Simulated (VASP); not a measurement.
# CuSi16 (a cell with a defect) in VASP: further runs

CuSi16 (a cell with a defect) is run at these levels: PBE; tasks: single point.

Everything below comes from runs of VASP 6.6.1. Logs are shortened: lines on timing, memory, paths and dates and some standing lists are left out, and cuts for length are marked.

## (1) The cell of the first run

The cell holds a defect, 17 atoms: a = 7.679 Å, b = 7.679 Å, c = 7.679 Å, α = 60.00°, β = 60.00°, γ = 60.00°.

## (2) Single point, PBE

INCAR

```
SYSTEM = CuSi16
ALGO = Normal
EDIFF = 1E-6
ENCUT = 520
GGA = PE
ISIF = 2
ISMEAR = 0
LASPH = .True.
LCHARG = .True.
LELF = .True.
LREAL = Auto
LVHAR = .True.
LWAVE = .False.
NBANDS = 52
NELECT = 74.0
NELM = 100
PREC = Accurate
SIGMA = 0.02
```

KPOINTS

```
k-points
0
Gamma
  2 2 2
  0 0 0
```

POSCAR

```
CuSi16
1.0
    0.0000000000      5.4300000000      5.4300000000
    5.4300000000      0.0000000000      5.4300000000
    5.4300000000      5.4300000000      0.0000000000
Si Cu
16 1
Direct
    0.0056147330     -0.0223073665      0.0120346225
    0.1222232044      0.1243952118      0.1195171271
   -0.0198803867      0.0045827808      0.5095428177
    0.1188861878      0.1198578269      0.6379976059
   -0.0000370166      0.4961232044      0.0028125230
    0.1321377532      0.6067119705      0.1323430939
    0.0019425414      0.4922467772      0.5063817680
    0.1138941989      0.6304656538      0.6286492634
    0.5072822284      0.0079115101     -0.0243787293
    0.6337708103      0.1206058011      0.1193442910
    0.5026040516      0.0010952118      0.5084320442
    0.6121110497      0.1631697974      0.6044108656
    0.5050351750      0.4927246777      0.0036810313
    0.6272438306      0.6336524862      0.1128390424
    0.4881547882      0.5350345304      0.4895744936
    0.6291304788      0.6274507366      0.6294569982
    0.3450164825      0.9614059853      0.3416056169
```

Potentials or basis: VASP PAW PBE potentials, release 64 (Si, Cu).

Run with:

```
cat potpaw_PBE.64/Si/POTCAR potpaw_PBE.64/Cu/POTCAR > POTCAR
mpirun -np 1 vasp_std > vasp.out
```

OUTCAR:

```text
SYSTEM = CuSi16
   EDIFF = 1E-6
   ENCUT = 520
   GGA = PE
   ISIF = 2
   ISMEAR = 0
   LASPH = .True.
   LREAL = Auto
   NELECT = 74.0
   NELM = 100
   PREC = Accurate

 ion  position               nearest neighbor table
   1  0.006  0.978  0.012-   6 2.33   2 2.33  10 2.34   4 2.35
   2  0.122  0.124  0.120-   1 2.33   5 2.33   9 2.42   3 2.45  17 2.46
   3  0.980  0.005  0.510-  12 2.32   8 2.35  17 2.35   4 2.40   2 2.45
   4  0.119  0.120  0.638-   7 2.34   1 2.35   3 2.40  11 2.41  17 2.53
   5  1.000  0.496  0.003-   2 2.33   6 2.34  14 2.34   8 2.35
   6  0.132  0.607  0.132-   1 2.33   5 2.34  13 2.34   7 2.35
   7  0.002  0.492  0.506-   4 2.34   8 2.34  16 2.34   6 2.35
   8  0.114  0.630  0.629-   7 2.34   3 2.35   5 2.35  15 2.35
   9  0.507  0.008  0.976-  12 2.34  14 2.35  17 2.35  10 2.40   2 2.42
  10  0.634  0.121  0.119-  13 2.33   1 2.34   9 2.40  11 2.44  17 2.48
  11  0.503  0.001  0.508-  12 2.32  16 2.34  17 2.35   4 2.41  10 2.44
  12  0.612  0.163  0.604-  11 2.32   3 2.32  15 2.33   9 2.34
  13  0.505  0.493  0.004-  10 2.33  14 2.34   6 2.34  16 2.35
  14  0.627  0.634  0.113-  13 2.34   5 2.34   9 2.35  15 2.37
  15  0.488  0.535  0.490-  12 2.33  16 2.35   8 2.35  14 2.37  17 2.67
  16  0.629  0.627  0.629-   7 2.34  11 2.34  13 2.35  15 2.35
  17  0.345  0.961  0.342-  11 2.35   3 2.35   9 2.35   2 2.46  10 2.48   4 2.53  15 2.67

  LATTYP: Found a face centered cubic cell.
 ALAT       =    10.8600000000

  Lattice vectors:

 A1 = (   0.0000000000,   5.4300000000,   5.4300000000)
 A2 = (   5.4300000000,   0.0000000000,   5.4300000000)
 A3 = (   5.4300000000,   5.4300000000,   0.0000000000)

Analysis of symmetry for initial positions (statically):
=====================================================================
 Subroutine PRICEL returns:
 Original cell was already a primitive cell.

 Routine SETGRP: Setting up the symmetry group for a
 face centered cubic supercell.

 Subroutine GETGRP returns: Found  1 space group operations
 (whereof  1 operations were pure point group operations)
 out of a pool of 48 trial point group operations.

The static configuration has the point symmetry C_1 .

Analysis of symmetry for dynamics (positions and initial velocities):
=====================================================================
 Subroutine PRICEL returns:
 Original cell was already a primitive cell.

 Routine SETGRP: Setting up the symmetry group for a
 face centered cubic supercell.

 Subroutine GETGRP returns: Found  1 space group operations
 (whereof  1 operations were pure point group operations)
[... 121 lines left out ...]
   ISIF   =      2    stress and relaxation
   ISYM   =      2    0-nonsym 1-usesym 2-fastsym
   POTIM  = 0.5000    time-step for ionic-motion
   TEBEG  =    0.0;   TEEND  =   0.0 temperature during run
   PSTRESS=    0.0 pullay stress
   NELECT =      74.0000    total number of electrons
   NUPDOWN=      -1.0000    fix difference up-down
   EMIN   =  10.00;   EMAX   =-10.00  energy-range for DOS
   EFERMI =   0.00;   METHOD = LEGACY
   ISMEAR =     0;   SIGMA  =   0.02  broadening in eV -4-tet -1-fermi 0-gaus
   EFERMI_NEDOS =   21; number of points for ismear=-14 and -15
   IALGO  =     38    algorithm
   IMIX   =      4    mixing-type and parameters
     AMIX     =   0.40;   BMIX     =  1.00
     AMIX_MAG =   1.60;   BMIX_MAG =  1.00
  volume/ion in A,a.u.               =      18.84       127.11
  Fermi-wavevector in a.u.,A,eV,Ry     =   1.004636  1.898488 13.732283  1.009294
  Thomas-Fermi vector in A             =   2.137265
   LORBIT       =      0    0 simple, 1 ext, 2 COOP (PROOUT), +10 PAW based schemes
   GGA     = PE    functional components
   LHFCALC =     F    Hartree Fock is set to
   AEXX    =    0.0000 exact exchange contribution
   IVDW    =     0    specifies the selected vdW correction
   LEPSILON=     F    determine dielectric tensor
   LRPA    =     F    only Hartree local field effects (RPA)
 non-spin polarized calculation
 Gauss-broadening in eV      SIGMA  =   0.02
  energy-cutoff  :      520.00
  volume of cell :      320.21
 maximum number of plane-waves:      8646
 NGX is ok and might be reduce to    60
   NGX = 29   NGY = 29   NGZ = 29

 number of electron      74.0000001 magnetization

 Free energy of the ion-electron system (eV)
  ---------------------------------------------------
  ext. energy  EPLUGINS =         0.00000000
  ---------------------------------------------------
  free energy    TOTEN  =       -94.22104853 eV

  energy without entropy =      -94.22104847  energy(sigma->0) =      -94.22104850

 E-fermi :   6.4038     XC(G=0):  -9.6096

 val. band max:        6.3382950232   @ k =   0.0000   0.0000   0.0000
 cond. band min:       6.4693120317   @ k =   0.0000   0.0000   0.0000
 fundamental gap:      0.1310170084
 Fermi energy:         6.4038032300

 k-point     1 :       0.0000    0.0000    0.0000
  band No.  band energies     occupation
      1      -5.8949      2.00000
      2      -3.5320      2.00000
      3      -3.5130      2.00000
      4      -3.4900      2.00000
      5      -3.4661      2.00000
      6      -2.0091      2.00000
[... 405 lines left out ...]
     48      10.4689      0.00000
     49      10.4890      0.00000
 [bands above 49 left out]

------------------------ aborting loop because EDIFF is reached ----------------------------------------

  FORCE on cell =-STRESS in cart. coord.  units (eV):
  Direction    XX          YY          ZZ          XY          YZ          ZX
  --------------------------------------------------------------------------------------
  -------------------------------------------------------------------------------------
  Total       -1.8951470     -1.1441508     -1.4633216     -0.0665971      0.7195057      0.1852454
  in kB       -9.4825250     -5.7248533     -7.3218508     -0.3332240      3.6001063      0.9268909
  external PRESSURE =      -7.5097431 kB  Pullay stress =       0.0000000 kB

 VOLUME and BASIS-vectors are now :
 -----------------------------------------------------------------------------
  energy-cutoff  :      520.00
  volume of cell :      320.21
      direct lattice vectors                 reciprocal lattice vectors
     0.000000000  5.430000000  5.430000000    -0.092081031  0.092081031  0.092081031
     5.430000000  0.000000000  5.430000000     0.092081031 -0.092081031  0.092081031
     5.430000000  5.430000000  0.000000000     0.092081031  0.092081031 -0.092081031

 POSITION                                       TOTAL-FORCE (eV/Angst)
 -----------------------------------------------------------------------------------
      5.37422      0.09584      5.33936         0.005459     -0.018146     -0.006600
      1.32444      1.31265      1.33914        -0.016184      0.011996     -0.007980
      2.79170      8.08887      5.34693        -0.019159      0.019273      0.021618
      4.11516      4.10988      1.29638         0.002370      0.005400      0.000185
      2.70922      5.44507      8.12375         0.002030     -0.013140     -0.014790
      4.01307      1.43613      4.01195        -0.009417      0.003301     -0.006831
[... 9 lines left out ...]
      6.82501      6.83413      6.82324         0.002709     -0.004736     -0.000087
      7.07535      3.72836      7.09387        -0.013345      0.017488     -0.007100
 -----------------------------------------------------------------------------------
    total drift:                               -0.002055      0.001644      0.006464

  FREE ENERGIE OF THE ION-ELECTRON SYSTEM (eV)
  ---------------------------------------------------
  free  energy   TOTEN  =       -94.2210485308 eV

  energy  without entropy=      -94.2210484690  energy(sigma->0) =      -94.22104850
```

OSZICAR:

```text
N       E                     dE             d eps       ncg     rms          rms(c)
DAV:   1     0.327037227656E+03    0.32704E+03   -0.27614E+04   832   0.124E+03
[... 11 lines left out ...]
DAV:  13    -0.942249956309E+02   -0.41762E-02   -0.25141E-02  1336   0.321E+00    0.471E-01
DAV:  14    -0.942217715588E+02    0.32241E-02   -0.87907E-03  1336   0.206E+00    0.221E-01
DAV:  15    -0.942211067482E+02    0.66481E-03   -0.24991E-03  1280   0.105E+00    0.903E-02
DAV:  16    -0.942210855075E+02    0.21241E-04   -0.55587E-04  1320   0.157E-01    0.468E-02
DAV:  17    -0.942210565824E+02    0.28925E-04   -0.47531E-05  1360   0.170E-01    0.255E-02
DAV:  18    -0.942210481719E+02    0.84106E-05   -0.35704E-05  1352   0.132E-01    0.884E-03
DAV:  19    -0.942210483523E+02   -0.18047E-06   -0.16315E-05  1264   0.523E-02    0.214E-03
DAV:  20    -0.942210485308E+02   -0.17844E-06   -0.56313E-07   592   0.120E-02
   1 F= -.94221049E+02 E0= -.94221048E+02  d E =-.618167E-07
```

It took 4.1 min on 1 thread of Intel Xeon 6975P-C (Granite Rapids), shared host; peak memory 0.47 GiB.

Results:

| Quantity | Value |
| --- | --- |
| Free energy | -94.2210 eV |
| Largest force | 0.035 eV/Å |

Forces in eV/Å, atoms in the order of the input:
```
Si   0.005 -0.018 -0.007
Si  -0.016  0.012 -0.008
Si  -0.019  0.019  0.022
Si   0.002  0.005  0.000
Si   0.002 -0.013 -0.015
Si  -0.009  0.003 -0.007
Si   0.006 -0.010 -0.004
Si   0.008 -0.007 -0.007
Si  -0.005 -0.013  0.012
Si  -0.007  0.011  0.015
Si   0.021  0.008  0.019
Si   0.014 -0.011  0.005
Si   0.009 -0.010 -0.003
Si  -0.001  0.006 -0.002
Si   0.000  0.003 -0.012
Si   0.003 -0.005  0.000
Cu  -0.013  0.017 -0.007
```

Caveat: the k points lie up to 0.50 Å⁻¹ apart; the cell carries a net charge on a neutralising background, which shifts energy and pressure; the cell is charged against a uniform background, so pressure and absolute levels hang on convention.

## (3) Single point, PBE

INCAR

```
SYSTEM = CuSi16
PREC = Accurate ; ENCUT = 520
EDIFF = 1E-6 ; ISMEAR = 0
SIGMA = 0.02 ; LREAL = Auto
LASPH = .True. ; NELM = 100
ALGO = Normal ; ISIF = 2
LWAVE = .False. ; LCHARG = .False.
GGA = PE ; NELECT = 74.0
NBANDS = 52
```

KPOINTS

```
regular mesh
0
Gamma
  2 2 2
  0 0 0
```

POSCAR

```
CuSi16
1.0
    0.0000000000      5.4300000000      5.4300000000
    5.4300000000      0.0000000000      5.4300000000
    5.4300000000      5.4300000000      0.0000000000
Si Cu
16 1
Direct
    0.0088976980     -0.0391934622      0.0212903315
    0.1190605893      0.1230650092      0.1161839779
   -0.0157813076      0.0041894107      0.5083684162
    0.1144382136      0.1175013812      0.6498923573
   -0.0023566298      0.4960295580     -0.0034111418
    0.1370570902      0.5889163904      0.1366243094
   -0.0005757827      0.4908078269      0.5113796501
    0.1183679558      0.6326729282      0.6227423573
    0.5051372007      0.0065895028     -0.0173841621
    0.6404545120      0.1233320442      0.1149786372
    0.5010705341      0.0031572744      0.5069683241
    0.6140568140      0.1571645488      0.6096945672
    0.5095762431      0.4962182320     -0.0028639042
    0.6250427256      0.6345454880      0.1155049724
    0.4913775322      0.5283825046      0.4895685083
    0.6269383978      0.6316002762      0.6233433702
    0.2881875691      1.1272715470      0.2942378453
```

Potentials or basis: VASP PAW PBE potentials, release 64 (Si, Cu).

Run with:

```
cat potpaw_PBE.64/Si/POTCAR potpaw_PBE.64/Cu/POTCAR > POTCAR
mpirun -np 1 vasp_std > vasp.out
```

Run time: 4.2 min. Hardware: 1 thread of Intel Xeon 6975P-C (Granite Rapids), shared host; peak memory 0.48 GiB.

It converged, with:

* Free energy: -94.2055 eV
* Largest force: 0.106 eV/Å

Forces on the atoms (eV/Å):
```
Si  -0.020 -0.007 -0.025
Si  -0.003  0.017  0.002
Si  -0.005 -0.001  0.023
Si   0.002  0.013 -0.006
Si  -0.009 -0.005 -0.016
Si  -0.012  0.007 -0.006
Si   0.012 -0.004 -0.002
Si   0.001 -0.003 -0.010
Si  -0.002 -0.008 -0.004
Si  -0.021  0.026  0.009
Si   0.014  0.011  0.011
Si  -0.008  0.013 -0.012
Si  -0.006  0.002  0.000
Si  -0.002  0.007 -0.010
Si  -0.001  0.002 -0.009
Si  -0.001 -0.008 -0.005
Cu   0.060 -0.064  0.060
```

Levels at points of the mesh, in eV from the Fermi level:
```tsv
k point	band 33	band 34	band 35	band 36	band 37	band 38	band 39	band 40	band 41	band 42
(0.00, 0.00, 0.00)	-1.18	-1.11	-0.59	-0.23	-0.07	0.07	0.22	0.54	0.57	0.69
(0.50, 0.00, 0.00)	-2.05	-1.04	-0.95	-0.92	-0.77	0.58	1.05	1.15	1.27	1.41
(0.00, 0.50, 0.00)	-2.19	-0.94	-0.93	-0.64	-0.50	0.52	0.98	1.36	1.40	1.54
(0.00, 0.00, 0.50)	-2.06	-1.01	-0.97	-0.94	-0.81	0.54	1.07	1.13	1.27	1.38
(0.50, 0.50, 0.50)	-2.05	-1.03	-0.95	-0.92	-0.75	0.59	1.06	1.15	1.28	1.40
(0.50, 0.50, 0.00)	-1.86	-1.57	-1.54	-1.47	-1.17	0.66	0.89	1.88	2.04	2.17
(0.00, 0.50, 0.50)	-1.87	-1.59	-1.52	-1.45	-1.21	0.67	0.89	1.89	2.04	2.17
(0.50, 0.00, 0.50)	-1.86	-1.57	-1.55	-1.48	-1.16	0.65	0.88	1.88	2.05	2.17
```

Caveat: the k points lie up to 0.50 Å⁻¹ apart; the cell carries a net charge on a neutralising background, which shifts energy and pressure; the cell is charged against a uniform background, so pressure and absolute levels hang on convention.
